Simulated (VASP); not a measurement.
# P (Fd-3m) in VASP: further runs

P is run at these levels: BLYP; tasks: single point.

Everything below comes from runs of VASP 6.6.1. Logs are shortened: lines on timing, memory, paths and dates and some standing lists are left out, and cuts for length are marked.

### 1 The cell of the first run

It takes space group Fd-3m (No. 227, cubic). Conventional cell: a = 5.638 Å, b = 5.638 Å, c = 5.638 Å, α = 90.00°, β = 90.00°, γ = 90.00°. P (site symmetry -43m) has 4 P at 2.44 Å within 3.2 Å.

### 2 Single point, BLYP (volume scaled by 0.96)

The input, INCAR:

```
PREC     = Accurate       # precision mode
ENCUT    = 520            # plane-wave cutoff, eV
EDIFF    = 1E-7           # SCF threshold, eV
ISMEAR   = -1             # smearing method
SIGMA    = 0.1            # smearing width, eV
LREAL    = F              # projectors in reciprocal space
LASPH    = T              # aspherical terms in the spheres
NELM     = 60             # most SCF steps
ALGO     = Normal         # electronic algorithm
ISIF     = 2              # what is computed and relaxed
LWAVE    = F              # write WAVECAR
LCHARG   = F              # write CHGCAR
GGA      = B5             # functional
ALDAX    = 1.0          
AGGAX    = 1.0          
AGGAC    = 1.0          
ALDAC    = 0.0          
NBANDS   = 12             # bands
```

The input, KPOINTS:

```
Automatic mesh
0
Gamma
  11 11 11
```

The input, POSCAR:

```
P
1.0
    0.0000000000      2.8187595400      2.8187595400
    2.8187595400      0.0000000000      2.8187595400
    2.8187595400      2.8187595400      0.0000000000
P
2
Direct
    0.1250000000      0.1250000000      0.1250000000
    0.8750000000      0.8750000000      0.8750000000
```

Potentials or basis: VASP PAW PBE potentials, release 64 (P).

Launch:

```
$ cat potpaw_PBE.64/P/POTCAR > POTCAR
$ mpirun -np 1 vasp_std > vasp.out
```

OUTCAR:

```text
PREC = Accurate
   ENCUT = 520
   EDIFF = 1E-7
   ISMEAR = -1
   LREAL = F
   LASPH = T
   NELM = 60
   ISIF = 2
   GGA = B5

 ion  position               nearest neighbor table
   1  0.125  0.125  0.125-   2 2.44   2 2.44   2 2.44   2 2.44
   2  0.875  0.875  0.875-   1 2.44   1 2.44   1 2.44   1 2.44

  LATTYP: Found a face centered cubic cell.
 ALAT       =     5.6375190800

  Lattice vectors:

 A1 = (   0.0000000000,   2.8187595400,   2.8187595400)
 A2 = (   2.8187595400,   0.0000000000,   2.8187595400)
 A3 = (   2.8187595400,   2.8187595400,   0.0000000000)

Analysis of symmetry for initial positions (statically):
=====================================================================
 Subroutine PRICEL returns:
 Original cell was already a primitive cell.

 Routine SETGRP: Setting up the symmetry group for a
 face centered cubic supercell.

 Subroutine GETGRP returns: Found 48 space group operations
 (whereof 12 operations were pure point group operations)
 out of a pool of 48 trial point group operations.

The static configuration has the point symmetry D_3d.
 The point group associated with its full space group is O_h .

Analysis of symmetry for dynamics (positions and initial velocities):
=====================================================================
 Subroutine PRICEL returns:
 Original cell was already a primitive cell.

 Routine SETGRP: Setting up the symmetry group for a
 face centered cubic supercell.

 Subroutine GETGRP returns: Found 48 space group operations
 (whereof 12 operations were pure point group operations)
 out of a pool of 48 trial point group operations.

The dynamic configuration has the point symmetry D_3d.
 The point group associated with its full space group is O_h .

 Subroutine INISYM returns: Found 48 space group operations
 (whereof 12 operations are pure point group operations),
 and found     1 'primitive' translations

----------------------------------------------------------------------------------------

                                     Primitive cell

  volume of cell :      44.7924

  direct lattice vectors                    reciprocal lattice vectors
     0.000000000  2.818759540  2.818759540    -0.177382992  0.177382992  0.177382992
     2.818759540  0.000000000  2.818759540     0.177382992 -0.177382992  0.177382992
[... 93 lines left out ...]
   POTIM  = 0.5000    time-step for ionic-motion
   TEBEG  =    0.0;   TEEND  =   0.0 temperature during run
   PSTRESS=    0.0 pullay stress
   NELECT =      10.0000    total number of electrons
   NUPDOWN=      -1.0000    fix difference up-down
   EMIN   =  10.00;   EMAX   =-10.00  energy-range for DOS
   EFERMI =   0.00;   METHOD = LEGACY
   ISMEAR =    -1;   SIGMA  =   0.10  broadening in eV -4-tet -1-fermi 0-gaus
   EFERMI_NEDOS =   21; number of points for ismear=-14 and -15
   IALGO  =     38    algorithm
   IMIX   =      4    mixing-type and parameters
     AMIX     =   0.40;   BMIX     =  1.00
     AMIX_MAG =   1.60;   BMIX_MAG =  1.00
  volume/ion in A,a.u.               =      22.40       151.14
  Fermi-wavevector in a.u.,A,eV,Ry     =   0.993132  1.876747 13.419568  0.986310
  Thomas-Fermi vector in A             =   2.124992
   LORBIT       =      0    0 simple, 1 ext, 2 COOP (PROOUT), +10 PAW based schemes
   GGA     = B5    functional components
   LHFCALC =     F    Hartree Fock is set to
   AEXX    =    0.0000 exact exchange contribution
   IVDW    =     0    specifies the selected vdW correction
   LEPSILON=     F    determine dielectric tensor
   LRPA    =     F    only Hartree local field effects (RPA)
 non-spin polarized calculation
  energy-cutoff  :      520.00
  volume of cell :       44.79
 maximum number of plane-waves:      1243
 NGX is ok and might be reduce to    30
   NGX = 15   NGY = 15   NGZ = 15

 number of electron      10.0000000 magnetization

 number of electron       9.9999998 magnetization

 Free energy of the ion-electron system (eV)
  ---------------------------------------------------
  ext. energy  EPLUGINS =         0.00000000
  ---------------------------------------------------
  free energy    TOTEN  =        -8.30726943 eV

  energy without entropy =       -8.27332458  energy(sigma->0) =       -8.29029701

 E-fermi :   5.4223     XC(G=0):  -8.5335

 val. band max:        5.3343248081   @ k =   0.2727   0.2727   0.0000
 cond. band min:       5.4458956588   @ k =   0.4545   0.3636   0.0909
 fundamental gap:      0.1115708506
 Fermi energy:         5.4223437177

 k-point     1 :       0.0000    0.0000    0.0000
  band No.  band energies     occupation
      1      -8.8196      2.00000
      2       1.2667      2.00000
      3       2.6738      2.00000
      4       2.6738      2.00000
      5       2.6738      2.00000
      6       5.6889      0.13008
      7       5.6889      0.13008
      8       5.6889      0.13008
      9      11.5845      0.00000
     10      12.5561      0.00000
     11      12.5561      0.00000
     12      15.6993      0.00000
[... 331 lines left out ...]
 k-point    24 :      -0.1818    0.1818    0.0000
  band No.  band energies     occupation
      1      -7.9462      2.00000
      2      -2.2900      2.00000
      3       0.8686      2.00000
      4       2.1179      2.00000
      5       4.4323      1.99990
      6       6.6651      0.00001
      7       6.7749      0.00000
      8       7.9001      0.00000
      9      11.2485      0.00000
     10      13.0160      0.00000
     11      13.5557      0.00000
     12      16.2273      0.00000

 [... further k-points ...]

------------------------ aborting loop because EDIFF is reached ----------------------------------------

  FORCE on cell =-STRESS in cart. coord.  units (eV):
  Direction    XX          YY          ZZ          XY          YZ          ZX
  --------------------------------------------------------------------------------------
  -------------------------------------------------------------------------------------
  Total        0.4719088      0.4719088      0.4719088     -0.0000000      0.0000000      0.0000000
  in kB       16.8796950     16.8796950     16.8796950     -0.0000000      0.0000000      0.0000000
  external PRESSURE =      16.8796950 kB  Pullay stress =       0.0000000 kB

 VOLUME and BASIS-vectors are now :
 -----------------------------------------------------------------------------
  energy-cutoff  :      520.00
  volume of cell :       44.79
      direct lattice vectors                 reciprocal lattice vectors
     0.000000000  2.818759540  2.818759540    -0.177382992  0.177382992  0.177382992
     2.818759540  0.000000000  2.818759540     0.177382992 -0.177382992  0.177382992
     2.818759540  2.818759540  0.000000000     0.177382992  0.177382992 -0.177382992

 POSITION                                       TOTAL-FORCE (eV/Angst)
 -----------------------------------------------------------------------------------
      0.70469      0.70469      0.70469         0.000000     -0.000000     -0.000000
      4.93283      4.93283      4.93283        -0.000000      0.000000      0.000000
 -----------------------------------------------------------------------------------
    total drift:                               -0.000000      0.000000      0.000000

  FREE ENERGIE OF THE ION-ELECTRON SYSTEM (eV)
  ---------------------------------------------------
  free  energy   TOTEN  =        -8.3072694275 eV

  energy  without entropy=       -8.2733245830  energy(sigma->0) =       -8.29029701
```

stdout:

```text
POSCAR found type information on POSCAR P
 POSCAR found :  1 types and       2 ions
 scaLAPACK will be used
 -----------------------------------------------------------------------------
|                                                                             |
|                                                                             |
|     You enforced a specific xc type in the INCAR file but a different       |
|     I HOPE YOU KNOW WHAT YOU ARE DOING!                                     |
|                                                                             |
 -----------------------------------------------------------------------------

 LDA part: xc-table for (Slater(with rela. corr.)+VWN5), standard interpolation
 POSCAR, INCAR and KPOINTS ok, starting setup
 FFT: planning ... GRIDC
 FFT: planning ... GRID_SOFT
 FFT: planning ... GRID
 WAVECAR not read
 entering main loop
```

It took 29 s on 1 thread of Intel Xeon Platinum 8488C (Sapphire Rapids), shared host; peak memory 0.16 GiB.

What came out:

| Quantity | Value |
| --- | --- |
| Free energy | -8.3073 eV |
| Pressure | 1.7 GPa |
| Band gap on the k mesh | zero (band 5 reaches 6.16 eV, above the bottom of band 6 at 4.77 eV) |

Levels at points of the mesh, in eV from the Fermi level:
```
           k point  band 2  band 3  band 4  band 5  band 6  band 7  band 8  band 9
(0.00, 0.00, 0.00)   -4.16   -2.75   -2.75   -2.75    0.27    0.27    0.27    6.16
```

Caveat: the cell differs from its parent crystal (volume scaled by 0.96); the PAW data sets were made with another functional, which shifts forces and pressure a little.

### 3 Single point, BLYP

This run uses another cell than the first one, of 23.33 Å³/atom, 1.042 times its volume.

The input, INCAR:

```
  PREC = Accurate
  ENCUT = 520
  EDIFF = 1E-6
  ISMEAR = -1
  SIGMA = 0.1
  LREAL = False
  LASPH = True
  NELM = 60
  ALGO = Normal
  ISIF = 2
  LWAVE = False
  LCHARG = True
  GGA = B5
  ALDAX = 1.0
  AGGAX = 1.0
  AGGAC = 1.0
  ALDAC = 0.0
  LELF = True
  LVHAR = True
  NBANDS = 12
```

The input, KPOINTS:

```
regular mesh
0
Gamma
  11 11 11
```

The input, POSCAR:

```
P
1.0
    0.0000000000      2.8573774832      2.8573774832
    2.8573774832      0.0000000000      2.8573774832
    2.8573774832      2.8573774832      0.0000000000
P
2
Direct
    0.1250000000      0.1250000000      0.1250000000
    0.8750000000      0.8750000000      0.8750000000
```

Potentials or basis: VASP PAW PBE potentials, release 64 (P).

Launch:

```
$ cat potpaw_PBE.64/P/POTCAR > POTCAR
$ mpirun -np 1 vasp_std > vasp.out
```

OUTCAR:

```text
PREC = Accurate
   ENCUT = 520
   EDIFF = 1E-6
   ISMEAR = -1
   LREAL = False
   LASPH = True
   NELM = 60
   ISIF = 2
   GGA = B5

 ion  position               nearest neighbor table
   1  0.125  0.125  0.125-   2 2.47   2 2.47   2 2.47   2 2.47
   2  0.875  0.875  0.875-   1 2.47   1 2.47   1 2.47   1 2.47

  LATTYP: Found a face centered cubic cell.
 ALAT       =     5.7147549664

  Lattice vectors:

 A1 = (   0.0000000000,   2.8573774832,   2.8573774832)
[... 547 lines left out ...]

------------------------ aborting loop because EDIFF is reached ----------------------------------------

  FORCE on cell =-STRESS in cart. coord.  units (eV):
  Direction    XX          YY          ZZ          XY          YZ          ZX
  --------------------------------------------------------------------------------------
  -------------------------------------------------------------------------------------
  Total       -0.0102176     -0.0102176     -0.0102176      0.0000000     -0.0000000     -0.0000000
  in kB       -0.3508555     -0.3508555     -0.3508555      0.0000000     -0.0000000     -0.0000000
  external PRESSURE =      -0.3508555 kB  Pullay stress =       0.0000000 kB

 VOLUME and BASIS-vectors are now :
 -----------------------------------------------------------------------------
  energy-cutoff  :      520.00
  volume of cell :       46.66
      direct lattice vectors                 reciprocal lattice vectors
     0.000000000  2.857377483  2.857377483    -0.174985630  0.174985630  0.174985630
     2.857377483  0.000000000  2.857377483     0.174985630 -0.174985630  0.174985630
     2.857377483  2.857377483  0.000000000     0.174985630  0.174985630 -0.174985630

 POSITION                                       TOTAL-FORCE (eV/Angst)
 -----------------------------------------------------------------------------------
      0.71434      0.71434      0.71434         0.000000     -0.000000     -0.000000
      5.00041      5.00041      5.00041        -0.000000      0.000000      0.000000
 -----------------------------------------------------------------------------------
    total drift:                               -0.000000      0.000000      0.000000

  FREE ENERGIE OF THE ION-ELECTRON SYSTEM (eV)
  ---------------------------------------------------
  free  energy   TOTEN  =        -8.3169330740 eV

  energy  without entropy=       -8.2830757941  energy(sigma->0) =       -8.30000443
```

OSZICAR:

```text
N       E                     dE             d eps       ncg     rms          rms(c)
DAV:   1     0.232254118116E+02    0.23225E+02   -0.40960E+03  1344   0.684E+02
DAV:   2    -0.702130608541E+01   -0.30247E+02   -0.28863E+02  1948   0.106E+02
DAV:   3    -0.835340623981E+01   -0.13321E+01   -0.13216E+01  1728   0.213E+01
DAV:   4    -0.836801172295E+01   -0.14605E-01   -0.14601E-01  1608   0.272E+00
DAV:   5    -0.836824569811E+01   -0.23398E-03   -0.23397E-03  1780   0.329E-01    0.564E+00
DAV:   6    -0.833158550225E+01    0.36660E-01   -0.28224E-02  1600   0.785E-01    0.339E+00
DAV:   7    -0.831716883907E+01    0.14417E-01   -0.49229E-02  1600   0.104E+00    0.174E-01
DAV:   8    -0.831692822444E+01    0.24061E-03   -0.26721E-03  1560   0.271E-01    0.227E-02
DAV:   9    -0.831692725164E+01    0.97280E-06   -0.39260E-05  1760   0.431E-02    0.188E-02
DAV:  10    -0.831693303158E+01   -0.57799E-05   -0.15229E-05  1492   0.243E-02    0.543E-03
DAV:  11    -0.831693307401E+01   -0.42428E-07   -0.15780E-06  1504   0.752E-03
   1 F= -.83169331E+01 E0= -.83000044E+01  d E =-.338573E-01
```

stdout:

```text
POSCAR found type information on POSCAR P
 POSCAR found :  1 types and       2 ions
 scaLAPACK will be used
 -----------------------------------------------------------------------------
|                                                                             |
|                                                                             |
|     You enforced a specific xc type in the INCAR file but a different       |
|     I HOPE YOU KNOW WHAT YOU ARE DOING!                                     |
|                                                                             |
 -----------------------------------------------------------------------------

 LDA part: xc-table for (Slater(with rela. corr.)+VWN5), standard interpolation
 POSCAR, INCAR and KPOINTS ok, starting setup
 FFT: planning ... GRIDC
 FFT: planning ... GRID_SOFT
 FFT: planning ... GRID
 WAVECAR not read
 entering main loop
```

It took 39 s on 1 thread of Intel Xeon Platinum 8488C (Sapphire Rapids), shared host; peak memory 0.16 GiB.

Results:

```yaml
Free_energy: -8.3169 eV
Pressure: 0.0 GPa
Band_gap_on_the_k_mesh: zero (band 5 reaches 5.68 eV, above the bottom of band 6 at 4.41 eV)
```

Levels at points of the mesh, in eV from the Fermi level:
| k point | band 1 | band 2 | band 3 | band 4 | band 5 | band 6 | band 7 | band 8 | band 9 | band 10 |
| --- | --- | --- | --- | --- | --- | --- | --- | --- | --- | --- |
| (0.00, 0.00, 0.00) | -13.92 | -4.42 | -2.62 | -2.62 | -2.62 | 0.32 | 0.32 | 0.32 | 6.09 | 7.20 |

Caveat: the PAW data sets were made with another functional, which shifts forces and pressure a little.
